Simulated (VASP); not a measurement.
# Mg3MoBr2 (P4/mmm) in VASP: relaxation of cell and atoms with PBE

Aim: the relaxation of cell and atoms of Mg3MoBr2 with PBE.

All numbers are computed with VASP 6.6.1; they aren't measurements. Logs are shortened: lines on timing, memory, paths and dates and some standing lists are left out, and cuts for length are marked.

### Step 1. The cell of the first run

The structure is tetragonal, space group P4/mmm (No. 123). Conventional cell: a = 3.808 Å, b = 3.808 Å, c = 11.824 Å, α = 90.00°, β = 90.00°, γ = 90.00°. Within 4.1 Å of Mg (site symmetry 4mm) lie 1 Mo at 2.90 Å and 5 Br at 3.01 to 3.96 Å and 8 Mg at 3.81 to 4.04 Å. Within 3.6 Å of Mg (site symmetry 4/mmm) lie 4 Br at 2.69 Å. Within 3.6 Å of Mo (site symmetry 4/mmm) lie 4 Br at 2.69 Å and 2 Mg at 2.90 Å. Br (site symmetry 4/mmm) has 4 Mo at 2.69 Å within 3.6 Å. Br (site symmetry 4/mmm) has 6 Mg at 2.69 to 3.01 Å within 3.6 Å.

The cell was built from a structure type or drawn by symmetry, and may not be a known phase.

### Step 2. Relaxation of cell and atoms, PBE, collinear spin

INCAR

```
SYSTEM = Mg3MoBr2
PREC     = Accurate       ! precision mode
ENCUT    = 600            ! plane-wave cutoff, eV
EDIFF    = 1E-7           ! SCF threshold, eV
ISMEAR   = 0              ! smearing method
SIGMA    = 0.1            ! smearing width, eV
LREAL    = .False.        ! projectors in reciprocal space
LASPH    = .True.         ! aspherical terms in the spheres
NELM     = 200            ! most SCF steps
ALGO     = Normal         ! electronic algorithm
ISIF     = 3              ! what is computed and relaxed
LWAVE    = .False.        ! write WAVECAR
LCHARG   = .False.        ! write CHGCAR
ISPIN    = 2              ! spin polarisation
MAGMOM   = 0 0 0 2.47 0 0 ! initial moments
LORBIT   = 11             ! projections on sites
LMAXMIX  = 4              ! l up to which the mixer works
GGA      = PE             ! functional
IBRION   = 2              ! ionic algorithm
NSW      = 100            ! ionic steps
EDIFFG   = -0.01          ! ionic threshold
GGA_COMPAT= .False.      
NELMIN   = 4            
KPAR     = 4
```

KPOINTS

```
Automatic mesh
0
Gamma
  10 10 4
  0 0 0
```

POSCAR

```
Mg3MoBr2
1.0
    3.8075662352      0.0000000000      0.0000000000
    0.0000000000      3.8075662352      0.0000000000
    0.0000000000      0.0000000000     11.8242158928
Mg Mo Br
3 1 2
Direct
    0.5000000000      0.5000000000      0.7453282714
    0.5000000000      0.5000000000      0.2546717286
    0.0000000000      0.0000000000      0.0000000000
    0.5000000000      0.5000000000      0.5000000000
    0.0000000000      0.0000000000      0.5000000000
    0.5000000000      0.5000000000      0.0000000000
```

Potentials or basis: VASP PAW PBE potentials, release 64 (Mg, Mo_sv, Br).

On the command line:

```
$ cat potpaw_PBE.64/Mg/POTCAR potpaw_PBE.64/Mo_sv/POTCAR potpaw_PBE.64/Br/POTCAR > POTCAR
$ mpirun -np 4 vasp_std > vasp.out
```

OUTCAR:

```text
SYSTEM = Mg3MoBr2
   PREC = Accurate
   ENCUT = 600
   EDIFF = 1E-7
   ISMEAR = 0
   LREAL = .False.
   LASPH = .True.
   NELM = 200
   ISIF = 3
   ISPIN = 2
   LORBIT = 11
   GGA = PE
   IBRION = 2
   NSW = 100
   EDIFFG = -0.01
   NELMIN = 4

 ion  position               nearest neighbor table
   1  0.500  0.500  0.745-   4 2.90   6 3.01
   2  0.500  0.500  0.255-   4 2.90   6 3.01
   3  0.000  0.000  0.000-   6 2.69   6 2.69   6 2.69   6 2.69
   4  0.500  0.500  0.500-   5 2.69   5 2.69   5 2.69   5 2.69   1 2.90   2 2.90
   5  0.000  0.000  0.500-   4 2.69   4 2.69   4 2.69   4 2.69
   6  0.500  0.500  0.000-   3 2.69   3 2.69   3 2.69   3 2.69   1 3.01   2 3.01

  LATTYP: Found a simple tetragonal cell.
 ALAT       =     3.8075662352
 C/A-ratio  =     3.1054524498

  Lattice vectors:

 A1 = (   3.8075662352,   0.0000000000,   0.0000000000)
 A2 = (   0.0000000000,   3.8075662352,   0.0000000000)
 A3 = (   0.0000000000,   0.0000000000,  11.8242158928)

Analysis of symmetry for initial positions (statically):
=====================================================================
 Subroutine PRICEL returns:
 Original cell was already a primitive cell.

 Routine SETGRP: Setting up the symmetry group for a
 simple tetragonal supercell.

 Subroutine GETGRP returns: Found 16 space group operations
 (whereof 16 operations were pure point group operations)
 out of a pool of 16 trial point group operations.

The static configuration has the point symmetry D_4h.

Analysis of symmetry for dynamics (positions and initial velocities):
=====================================================================
 Subroutine PRICEL returns:
 Original cell was already a primitive cell.

 Routine SETGRP: Setting up the symmetry group for a
 simple tetragonal supercell.

 Subroutine GETGRP returns: Found 16 space group operations
 (whereof 16 operations were pure point group operations)
 out of a pool of 16 trial point group operations.

The dynamic configuration has the point symmetry D_4h.

Analysis of structural, dynamic, and magnetic symmetry:
=====================================================================
 Subroutine PRICEL returns:
 Original cell was already a primitive cell.

 Routine SETGRP: Setting up the symmetry group for a
 simple tetragonal supercell.

 Subroutine GETGRP returns: Found 16 space group operations
 (whereof 16 operations were pure point group operations)
 out of a pool of 16 trial point group operations.

The overall configuration has the point symmetry D_4h.

 Subroutine INISYM returns: Found 16 space group operations
 (whereof 16 operations are pure point group operations),
 and found     1 'primitive' translations

----------------------------------------------------------------------------------------

                                     Primitive cell

  volume of cell :     171.4223

  direct lattice vectors                    reciprocal lattice vectors
     3.807566235  0.000000000  0.000000000     0.262634958  0.000000000  0.000000000
     0.000000000  3.807566235  0.000000000     0.000000000  0.262634958  0.000000000
     0.000000000  0.000000000 11.824215893     0.000000000  0.000000000  0.084572204

  length of vectors
     3.807566235  3.807566235 11.824215893     0.262634958  0.262634958  0.084572204

  position of ions in fractional coordinates (direct lattice)
     0.500000000  0.500000000  0.745328271
     0.500000000  0.500000000  0.254671729
     0.000000000  0.000000000  0.000000000
     0.500000000  0.500000000  0.500000000
     0.000000000  0.000000000  0.500000000
     0.500000000  0.500000000  0.000000000

  ion indices of the primitive-cell ions
   primitive index   ion index
                 1           1
                 2           2
                 3           3
                 4           4
                 5           5
                 6           6

----------------------------------------------------------------------------------------

 KPOINTS: Automatic mesh

Automatic generation of k-mesh.
 Grid dimensions read from file:
 generate k-points for:   10   10    4

 Generating k-lattice:

  Cartesian coordinates                     Fractional coordinates (reciprocal lattice)
     0.026263496  0.000000000  0.000000000     0.100000000  0.000000000  0.000000000
     0.000000000  0.026263496  0.000000000     0.000000000  0.100000000  0.000000000
     0.000000000  0.000000000  0.021143051     0.000000000  0.000000000  0.250000000

  Length of vectors
     0.026263496  0.026263496  0.021143051

  Shift w.r.t. Gamma in fractional coordinates (k-lattice)
     0.000000000  0.000000000  0.000000000

 Subroutine IBZKPT returns following result:
 ===========================================

 Found     63 irreducible k-points:

 Following reciprocal coordinates:
            Coordinates               Weight
  0.000000  0.000000  0.000000      1.000000
  0.100000  0.000000  0.000000      4.000000
  0.200000  0.000000  0.000000      4.000000
  0.300000  0.000000  0.000000      4.000000
  0.400000  0.000000  0.000000      4.000000
  0.500000  0.000000  0.000000      2.000000
[... 16 lines left out ...]
  0.100000  0.000000  0.250000      8.000000
  0.200000  0.000000  0.250000      8.000000
 [... further k-points ...]
   k-points           NKPTS =     63   k-points in BZ     NKDIM =     63   number of bands    NBANDS=     22
   number of dos      NEDOS =    301   number of ions     NIONS =      6
   total plane-waves  NPLWV =  86400
   dimension x,y,z NGX =    30 NGY =   30 NGZ =   96
   dimension x,y,z NGXF=    60 NGYF=   60 NGZF=  192
   ions per type =               3   1   2
   NGX,Y,Z   is equivalent  to a cutoff of  13.10, 13.10, 13.50 a.u.
   NGXF,Y,Z  is equivalent  to a cutoff of  26.20, 26.20, 26.99 a.u.
 SYSTEM =  Mg3MoBr2
   PREC   = accura    normal or accurate (medium, high low for compatibility)
   ISTART =      0    job   : 0-new  1-cont  2-samecut
   ICHARG =      2    charge: 1-file 2-atom 10-const
   ISPIN  =      2    spin polarized calculation?
   LNONCOLLINEAR =      F non collinear calculations
   LSORBIT =      F    spin-orbit coupling
   LASPH  =      T    aspherical Exc in radial PAW
   ENCUT  =  600.0 eV  44.10 Ry    6.64 a.u.   7.60  7.60 23.62*2*pi/ulx,y,z
   NELM   =    200;   NELMIN=  4; NELMDL= -5     # of ELM steps
   EDIFF  = 0.1E-06   stopping-criterion for ELM
   LREAL  =      F    real-space projection
   EDIFFG = -.1E-01   stopping-criterion for IOM
   NSW    =    100    number of steps for IOM
   IBRION =      2    ionic relax: 0-MD 1-quasi-New 2-CG
   NFREE  =      1    steps in history (QN), initial steepest desc. (CG)
   ISIF   =      3    stress and relaxation
   ISYM   =      2    0-nonsym 1-usesym 2-fastsym
   POTIM  = 0.5000    time-step for ionic-motion
   TEBEG  =    0.0;   TEEND  =   0.0 temperature during run
   PSTRESS=    0.0 pullay stress
   NELECT =      34.0000    total number of electrons
   NUPDOWN=      -1.0000    fix difference up-down
   EMIN   =  10.00;   EMAX   =-10.00  energy-range for DOS
   EFERMI =   0.00;   METHOD = LEGACY
   ISMEAR =     0;   SIGMA  =   0.10  broadening in eV -4-tet -1-fermi 0-gaus
   EFERMI_NEDOS =   21; number of points for ismear=-14 and -15
   IALGO  =     38    algorithm
   IMIX   =      4    mixing-type and parameters
     AMIX     =   0.40;   BMIX     =  1.00
     AMIX_MAG =   1.60;   BMIX_MAG =  1.00
  volume/ion in A,a.u.               =      28.57       192.80
  Fermi-wavevector in a.u.,A,eV,Ry     =   0.954726  1.804170 12.401732  0.911502
  Thomas-Fermi vector in A             =   2.083499
   LORBIT       =     11    0 simple, 1 ext, 2 COOP (PROOUT), +10 PAW based schemes
   GGA     = PE    functional components
   LHFCALC =     F    Hartree Fock is set to
   AEXX    =    0.0000 exact exchange contribution
   IVDW    =     0    specifies the selected vdW correction
   LEPSILON=     F    determine dielectric tensor
   LRPA    =     F    only Hartree local field effects (RPA)
 conjugate gradient relaxation of ions
 spin polarized calculation
 Gauss-broadening in eV      SIGMA  =   0.10
  energy-cutoff  :      600.00
  volume of cell :      171.42
 maximum number of plane-waves:      5754
   NGX = 15   NGY = 15   NGZ = 47

--------------------------------------- Ionic step        1  -------------------------------------------

 number of electron      34.0000000 magnetization       3.0687860

 Free energy of the ion-electron system (eV)
  ---------------------------------------------------
  ext. energy  EPLUGINS =         0.00000000
  ---------------------------------------------------
  free energy    TOTEN  =       -15.76962057 eV

  energy without entropy =      -15.75232831  energy(sigma->0) =      -15.76097444

------------------------ aborting loop because EDIFF is reached ----------------------------------------

  FORCE on cell =-STRESS in cart. coord.  units (eV):
  Direction    XX          YY          ZZ          XY          YZ          ZX
  --------------------------------------------------------------------------------------
  -------------------------------------------------------------------------------------
  Total        0.5187301      0.5187301      0.0452581      0.0000000     -0.0000000      0.0000000
  in kB        4.8482470      4.8482470      0.4229988      0.0000000     -0.0000000      0.0000000
  external PRESSURE =       3.3731642 kB  Pullay stress =       0.0000000 kB
[... 265 lines left out ...]
  energy  without entropy=      -15.7600249021  energy(sigma->0) =      -15.76831497

--------------------------------------- Ionic step        8  -------------------------------------------

 number of electron      34.0000002 magnetization       3.1002444

 Free energy of the ion-electron system (eV)
  ---------------------------------------------------
  ext. energy  EPLUGINS =         0.00000000
  ---------------------------------------------------
  free energy    TOTEN  =       -15.77689965 eV

  energy without entropy =      -15.76016573  energy(sigma->0) =      -15.76853269

 E-fermi :   3.1463     XC(G=0):  -8.3094

 val. band max:        3.1437842078   @ k =   0.5000   0.2000   0.2500
 cond. band min:       3.1572095016   @ k =   0.3000   0.3000   0.2500
 fundamental gap:      0.0134252938
 Fermi energy:         3.1462600091

 spin component 1

 k-point     1 :       0.0000    0.0000    0.0000
  band No.  band energies     occupation
      1     -58.3709      1.00000
      2     -32.6796      1.00000
      3     -32.6796      1.00000
      4     -32.4136      1.00000
      5     -14.8416      1.00000
      6     -14.1527      1.00000
[... 589 lines left out ...]
     21       4.5607      0.00000
     22       4.9778      0.00000

 [... further k-points ...]

 spin component 2

 k-point     1 :       0.0000    0.0000    0.0000
  band No.  band energies     occupation
      1     -56.6792      1.00000
      2     -30.7673      1.00000
      3     -30.7673      1.00000
      4     -30.6133      1.00000
      5     -14.8434      1.00000
      6     -14.0425      1.00000
[... 624 lines left out ...]
  FREE ENERGIE OF THE ION-ELECTRON SYSTEM (eV)
  ---------------------------------------------------
  free  energy   TOTEN  =       -15.7768996525 eV

  energy  without entropy=      -15.7601657283  energy(sigma->0) =      -15.76853269

 reached required accuracy - stopping structural energy minimisation

 total charge

# of ion       s       p       d       tot
------------------------------------------
    1        0.247   0.062   0.007   0.316
    2        0.247   0.062   0.007   0.316
    3        0.214   0.089   0.019   0.322
    4        2.210   6.038   4.020  12.267
    5        1.611   3.193   0.068   4.871
    6        1.632   3.243   0.039   4.913
--------------------------------------------------
tot          6.161  12.685   4.158  23.004

 magnetization (x)

# of ion       s       p       d       tot
------------------------------------------
    1       -0.009   0.001   0.001  -0.007
    2       -0.009   0.001   0.001  -0.007
    3       -0.009  -0.002  -0.000  -0.010
    4        0.047   0.020   2.582   2.649
    5        0.013   0.019   0.028   0.059
    6       -0.001   0.003  -0.001   0.001
--------------------------------------------------
tot          0.032   0.042   2.611   2.685
```

It took 9.7 min on 4 MPI ranks of Intel Xeon 6975P-C (Granite Rapids), shared host; peak memory 0.7 GiB.

What came out:

- Free energy: -15.7769 eV
- Relaxed volume: 29.11 Å³/atom
- Relaxed cell: a = 3.829 Å, b = 3.829 Å, c = 11.910 Å, α = 90.00°, β = 90.00°, γ = 90.00°
- Space group after relaxing (to 0.1 Å): P4/mmm (No. 123)
- Energy gained by relaxing: 1.2 meV/atom
- Ionic steps: 8
- Pressure after relaxing: 0.0 GPa
- Net moment: 3.10 μB per cell
- Site moments: Mg -0.01; Mo +2.65; Br +0.06, +0.00 μB
- Valence electrons inside the program's atomic spheres: Mg 0.32; Mo 12.27; Br 4.87, 4.91

Step by step:
| step | energy change (eV) | largest force (eV/Å) | pressure (GPa) | volume (Å³) |
| --- | --- | --- | --- | --- |
| 1 | 0.0000 | 0.0994 | 0.34 | 171.42 |
| 2 | -0.0038 | 0.0814 | 0.13 | 172.92 |
| 3 | -0.0048 | 0.0654 | -0.04 | 174.21 |
| 4 | -0.0054 | 0.0547 | -0.03 | 174.20 |
| 5 | -0.0066 | 0.0231 | 0.01 | 174.16 |
| 6 | -0.0065 | 0.0418 | 0.09 | 174.08 |
| 7 | -0.0070 | 0.0082 | 0.05 | 174.12 |
| 8 | -0.0073 | 0.0018 | 0.00 | 174.64 |

Final structure:
```yaml
crystal:
  lattice:
    - [3.82924, 0.00000, 0.00000]
    - [0.00000, 3.82924, 0.00000]
    - [0.00000, 0.00000, 11.91007]
  atoms:
    - { symbol: Mg, position: [0.50000, 0.50000, 0.74179] }
    - { symbol: Mg, position: [0.50000, 0.50000, 0.25821] }
    - { symbol: Mg, position: [0.00000, 0.00000, 0.00000] }
    - { symbol: Mo, position: [0.50000, 0.50000, 0.50000] }
    - { symbol: Br, position: [0.00000, 0.00000, 0.50000] }
    - { symbol: Br, position: [0.50000, 0.50000, 0.00000] }
```
